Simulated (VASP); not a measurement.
# SiC (F-43m) in VASP: G0W0 quasiparticle levels with r2SCAN

Aim: the G0W0 quasiparticle levels of SiC with r2SCAN.

Everything below comes from runs of VASP 6.6.1. Logs are shortened: lines on timing, memory, paths and dates and some standing lists are left out, and cuts for length are marked.

## Step 1: The cell of the first run

It takes space group F-43m (No. 216, cubic). Conventional cell: a = 4.356 Å, b = 4.356 Å, c = 4.356 Å, α = 90.00°, β = 90.00°, γ = 90.00°. Within 2.5 Å of Si (site symmetry -43m) lie 4 C at 1.89 Å. Within 2.5 Å of C (site symmetry -43m) lie 4 Si at 1.89 Å.

## Step 2: G0W0 quasiparticle levels, r2SCAN

Input file POSCAR:

```
SiC
1.0
    0.0000000000      2.1780497569      2.1780497569
    2.1780497569      0.0000000000      2.1780497569
    2.1780497569      2.1780497569      0.0000000000
Si C
1 1
Direct
    0.2500000000      0.2500000000      0.2500000000
    0.0000000000      0.0000000000      0.0000000000
```

Input file INCAR.step1:

```
SYSTEM = SiC
PREC = Accurate
ENCUT = 500
EDIFF = 1E-8
ISMEAR = 0
SIGMA = 0.01
LREAL = .FALSE.
LASPH = .TRUE.
NELM = 100
ALGO = Normal
LWAVE = .TRUE.
LCHARG = .FALSE.
METAGGA = R2SCAN
LMIXTAU = .TRUE.
```

Input file INCAR.step2:

```
SYSTEM = SiC
PREC = Accurate
ENCUT = 500
EDIFF = 1E-8
ISMEAR = 0
SIGMA = 0.01
LREAL = .FALSE.
LASPH = .TRUE.
NELM = 1
ALGO = Exact
LWAVE = .TRUE.
LCHARG = .FALSE.
METAGGA = R2SCAN
LMIXTAU = .TRUE.
NBANDS = 81
LOPTICS = .TRUE.
ISTART = 1
```

Input file INCAR.step3:

```
SYSTEM = SiC
PREC = Accurate
ENCUT = 500
EDIFF = 1E-8
ISMEAR = 0
SIGMA = 0.01
LREAL = .FALSE.
LASPH = .TRUE.
ALGO = EVGW0
LWAVE = .FALSE.
LCHARG = .FALSE.
METAGGA = R2SCAN
LMIXTAU = .TRUE.
NELMGW = 1
NBANDS = 81
ENCUTGW = 140.0
NOMEGA = 96
PRECFOCK = Fast
ISTART = 1
NBANDSGW = 12
OMEGAMAX = 20
```

Input file KPOINTS:

```
Automatic mesh
0
G
  6 6 6
  0 0 0
```

Potentials or basis: VASP PAW PBE potentials, release 64 (Si_GW, C_GW).

The run is started by

```console
$ cat potpaw_PBE.64/Si_GW/POTCAR potpaw_PBE.64/C_GW/POTCAR > POTCAR
$ cp INCAR.step1 INCAR
$ mpirun -np 1 vasp_std > vasp.out
$ cp INCAR.step2 INCAR
$ mpirun -np 1 vasp_std > vasp.out
$ cp INCAR.step3 INCAR
$ mpirun -np 1 vasp_std > vasp.out
```

OUTCAR:

```text
SYSTEM = SiC
   PREC = Accurate
   ENCUT = 500
   EDIFF = 1E-8
   ISMEAR = 0
   LREAL = .FALSE.
   LASPH = .TRUE.
   METAGGA = R2SCAN
   NELMGW = 1
   ENCUTGW = 140.0
   PRECFOCK = Fast
   ISTART = 1

 ion  position               nearest neighbor table
   1  0.250  0.250  0.250-   2 1.89   2 1.89   2 1.89   2 1.89
   2  0.000  0.000  0.000-   1 1.89   1 1.89   1 1.89   1 1.89

  LATTYP: Found a face centered cubic cell.
 ALAT       =     4.3560995138

  Lattice vectors:

 A1 = (   0.0000000000,   2.1780497569,   2.1780497569)
 A2 = (   2.1780497569,   0.0000000000,   2.1780497569)
 A3 = (   2.1780497569,   2.1780497569,   0.0000000000)

Analysis of symmetry for initial positions (statically):
=====================================================================
 Subroutine PRICEL returns:
 Original cell was already a primitive cell.

 Routine SETGRP: Setting up the symmetry group for a
 face centered cubic supercell.

 Subroutine GETGRP returns: Found 24 space group operations
 (whereof 24 operations were pure point group operations)
 out of a pool of 48 trial point group operations.

The static configuration has the point symmetry T_d .

Analysis of symmetry for dynamics (positions and initial velocities):
=====================================================================
 Subroutine PRICEL returns:
 Original cell was already a primitive cell.

 Routine SETGRP: Setting up the symmetry group for a
 face centered cubic supercell.

 Subroutine GETGRP returns: Found 24 space group operations
 (whereof 24 operations were pure point group operations)
 out of a pool of 48 trial point group operations.

The dynamic configuration has the point symmetry T_d .

 Subroutine INISYM returns: Found 24 space group operations
 (whereof 24 operations are pure point group operations),
 and found     1 'primitive' translations

----------------------------------------------------------------------------------------

                                     Primitive cell

  volume of cell :      20.6649

  direct lattice vectors                    reciprocal lattice vectors
     0.000000000  2.178049757  2.178049757    -0.229563167  0.229563167  0.229563167
     2.178049757  0.000000000  2.178049757     0.229563167 -0.229563167  0.229563167
     2.178049757  2.178049757  0.000000000     0.229563167  0.229563167 -0.229563167

  length of vectors
     3.080227506  3.080227506  3.080227506     0.397615069  0.397615069  0.397615069

  position of ions in fractional coordinates (direct lattice)
     0.250000000  0.250000000  0.250000000
     0.000000000  0.000000000  0.000000000

  ion indices of the primitive-cell ions
   primitive index   ion index
                 1           1
                 2           2

----------------------------------------------------------------------------------------

 KPOINTS: Automatic mesh

Automatic generation of k-mesh.
 Grid dimensions read from file:
 generate k-points for:    6    6    6

 Generating k-lattice:

  Cartesian coordinates                     Fractional coordinates (reciprocal lattice)
    -0.038260528  0.038260528  0.038260528     0.166666667  0.000000000  0.000000000
     0.038260528 -0.038260528  0.038260528     0.000000000  0.166666667  0.000000000
     0.038260528  0.038260528 -0.038260528     0.000000000  0.000000000  0.166666667

  Length of vectors
     0.066269178  0.066269178  0.066269178

  Shift w.r.t. Gamma in fractional coordinates (k-lattice)
     0.000000000  0.000000000  0.000000000

 Subroutine IBZKPT returns following result:
 ===========================================

 Found     16 irreducible k-points:

 Following reciprocal coordinates:
            Coordinates               Weight
  0.000000  0.000000  0.000000      1.000000
  0.166667  0.000000  0.000000      8.000000
  0.333333  0.000000  0.000000      8.000000
  0.500000  0.000000  0.000000      4.000000
  0.166667  0.166667  0.000000      6.000000
  0.333333  0.166667  0.000000     24.000000
[... 8 lines left out ...]
 -0.333333  0.333333  0.166667     24.000000
 -0.333333  0.500000  0.166667     12.000000
   k-points           NKPTS =     16   k-points in BZ     NKDIM =    216   number of bands    NBANDS=     81
   number of dos      NEDOS =    301   number of ions     NIONS =      2
   total plane-waves  NPLWV =  13824
   dimension x,y,z NGX =    24 NGY =   24 NGZ =   24
   dimension x,y,z NGXF=    48 NGYF=   48 NGZF=   48
   ions per type =               1   1
   NGX,Y,Z   is equivalent  to a cutoff of  12.95, 12.95, 12.95 a.u.
   NGXF,Y,Z  is equivalent  to a cutoff of  25.91, 25.91, 25.91 a.u.
 SYSTEM =  SiC
   PREC   = accura    normal or accurate (medium, high low for compatibility)
   ISTART =      1    job   : 0-new  1-cont  2-samecut
   ICHARG =      0    charge: 1-file 2-atom 10-const
   ISPIN  =      1    spin polarized calculation?
   LNONCOLLINEAR =      F non collinear calculations
   LSORBIT =      F    spin-orbit coupling
   LASPH  =      T    aspherical Exc in radial PAW
   ENCUT  =  500.0 eV  36.75 Ry    6.06 a.u.   5.62  5.62  5.62*2*pi/ulx,y,z
   NELM   =     60;   NELMIN=  2; NELMDL=  0     # of ELM steps
   EDIFF  = 0.1E-07   stopping-criterion for ELM
   LREAL  =      F    real-space projection
   EDIFFG = 0.1E-06   stopping-criterion for IOM
   NSW    =      0    number of steps for IOM
   IBRION =     -1    ionic relax: 0-MD 1-quasi-New 2-CG
   NFREE  =      0    steps in history (QN), initial steepest desc. (CG)
   ISIF   =      0    stress and relaxation
   ISYM   =      3    0-nonsym 1-usesym 2-fastsym
   POTIM  = 0.5000    time-step for ionic-motion
   TEBEG  =    0.0;   TEEND  =   0.0 temperature during run
   PSTRESS=    0.0 pullay stress
   NELECT =       8.0000    total number of electrons
   NUPDOWN=      -1.0000    fix difference up-down
   EMIN   =  10.00;   EMAX   =-10.00  energy-range for DOS
   EFERMI =   0.00;   METHOD = LEGACY
   ISMEAR =     0;   SIGMA  =   0.01  broadening in eV -4-tet -1-fermi 0-gaus
   EFERMI_NEDOS =   21; number of points for ismear=-14 and -15
   IALGO  =     38    algorithm
   IMIX   =      4    mixing-type and parameters
     AMIX     =   0.40;   BMIX     =  1.00
     AMIX_MAG =   1.60;   BMIX_MAG =  1.00
  volume/ion in A,a.u.               =      10.33        69.73
  Fermi-wavevector in a.u.,A,eV,Ry     =   1.193146  2.254720 19.369228  1.423598
  Thomas-Fermi vector in A             =   2.329168
   LORBIT       =      0    0 simple, 1 ext, 2 COOP (PROOUT), +10 PAW based schemes
   METAGGA = R2SCAN    functional components
   LHFCALC =     T    Hartree Fock is set to
   PRECFOCK=fast      Normal, Fast or Accurate (Low or Medium for compatibility)
   ENCUT4O =  -1.0   cutoff for four orbital integrals eV
   NKREDX  =     1    reduce k-point grid by
   NKREDY  =     1    reduce k-point grid by
   NKREDZ  =     1    reduce k-point grid by
   AEXX    =    1.0000 exact exchange contribution
   HFSCREEN=    0.0000 screening length (either q_TF or 0.3 A-1)
   HFSCREENC=   0.0000 screening length for correlation (either q_TF or 0.3 A-1)
   ENCUTFOCK=  -1.0 apply spherical cutoff to Coloumb kernel
   IVDW    =     0    specifies the selected vdW correction
   LEPSILON=     F    determine dielectric tensor
   LRPA    =     F    only Hartree local field effects (RPA)
   LRPAFORCE           =     F    calculate RPA forces
   ENCUTGW             = 140.0    cutoff for response function in eV
   ENCUTGWSOFT         = 112.0    soft cutoff for Coulomb kernel in GW response function in eV
   ENCUTLF             =  -1.0    cutoff for local field effects
   NELMGW              =     1    number of iterations in solving QP/BSE equation
   NELMHF              =     1    number of iterations in the inner HF iteration
   NKREDLFX            =     1    NKREDLFY  =   1   NKREDLFZ  =   1
 non-spin polarized calculation
 Gauss-broadening in eV      SIGMA  =   0.01
  energy-cutoff  :      500.00
  volume of cell :       20.66
 maximum number of plane-waves:       544
 NGX is ok and might be reduce to    24
  NGX = 14; NGY = 14; NGZ = 14
   NGX = 11   NGY = 11   NGZ = 11
 maximum number of plane-waves:        82
 NGX is ok and might be reduce to    14

 QP shifts <psi_nk| G(iteration)W_0 |psi_nk>: iteration 1
 for sc-GW calculations column KS-energies equals QP-energies in previous step
 and V_xc(KS)=  KS-energies - (<T + V_ion + V_H > + <T+V_H+V_ion>^1  + <V_x>^1)

 k-point   1 :       0.0000    0.0000    0.0000
  band No.  KS-energies  QP-energies   sigma(KS)   V_xc(KS)     V^pw_x(r,r')   Z            occupation Imag(sigma)

      1      -8.5380      -8.9500     -14.3341     -13.7685     -21.8182       0.7284       2.0000       1.2955
      2       7.6577       7.2055     -15.5506     -14.9858     -17.4999       0.8006       2.0000       0.0280
      3       7.6577       7.2055     -15.5506     -14.9858     -17.4999       0.8006       2.0000       0.0280
      4       7.6577       7.2055     -15.5506     -14.9858     -17.4999       0.8006       2.0000       0.0280
      5      14.4990      14.8222     -12.2518     -12.6602      -7.2577       0.7912       0.0000      -0.0648
      6      15.5075      15.8659     -10.6540     -11.0990      -5.7388       0.8056       0.0000      -0.0621
      7      15.5075      15.8659     -10.6540     -11.0990      -5.7388       0.8056       0.0000      -0.0621
      8      15.5075      15.8659     -10.6540     -11.0990      -5.7388       0.8056       0.0000      -0.0621
      9      22.8543      23.1819     -10.4532     -10.8682      -4.5425       0.7893       0.0000      -0.2151
     10      22.8543      23.1819     -10.4532     -10.8682      -4.5425       0.7893       0.0000      -0.2151
     11      25.3958      24.8502      -9.2847      -8.5839      -2.8372       0.7786       0.0000      -0.3761
     12      26.0375      25.5970      -9.8373      -9.2668      -2.9302       0.7721       0.0000      -0.6087

 k-point   2 :       0.1667    0.0000    0.0000
  band No.  KS-energies  QP-energies   sigma(KS)   V_xc(KS)     V^pw_x(r,r')   Z            occupation Imag(sigma)
[... 225 lines left out ...]
      1      -3.2843      -3.5291     -15.7418     -15.4080     -22.0475       0.7333       2.0000       0.5937
      2       0.1274      -0.5329     -13.9558     -13.0691     -18.0864       0.7447       2.0000       0.1935
      3       2.9735       2.3157     -14.0907     -13.2364     -17.1537       0.7701       2.0000       0.0668
      4       3.1450       2.4757     -13.7031     -12.8397     -16.5140       0.7752       2.0000       0.0589
      5      12.1025      12.3444     -11.0064     -11.3038      -6.7589       0.8133       0.0000      -0.0484
      6      15.3479      15.6568     -10.8176     -11.1991      -6.0197       0.8096       0.0000      -0.0593
      7      19.2852      19.4801     -11.0254     -11.2775      -4.8785       0.7731       0.0000      -0.1747
      8      20.7798      21.0743     -11.7639     -12.1437      -5.6634       0.7753       0.0000      -0.1818
      9      22.9385      23.0307     -11.7720     -11.8961      -4.5451       0.7435       0.0000      -0.3667
     10      26.4940      26.4105     -10.9984     -10.8895      -3.8092       0.7668       0.0000      -0.5584
     11      29.9953      30.2088     -11.9156     -12.1941      -4.5525       0.7667       0.0000      -0.7583
     12      32.9451      32.8537     -11.6249     -11.5075      -4.0460       0.7784       0.0000      -1.1244
```

It took 2.7 min on 1 thread of Intel Xeon Platinum 8488C (Sapphire Rapids), shared host; peak memory 0.37 GiB.

Results:

| Property | Result |
| --- | --- |
| Quasiparticle gap | 2.30 eV |
| Least direct quasiparticle gap | 5.81 eV |
| Band gap of the starting levels on the mesh | 1.72 eV |
| Least direct gap of the starting levels on the mesh | 5.06 eV |

Caveat: the k points lie up to 0.42 Å⁻¹ apart; bands, screening cutoff and mesh are small and nothing is extrapolated, so the quasiparticle values aren't converged.
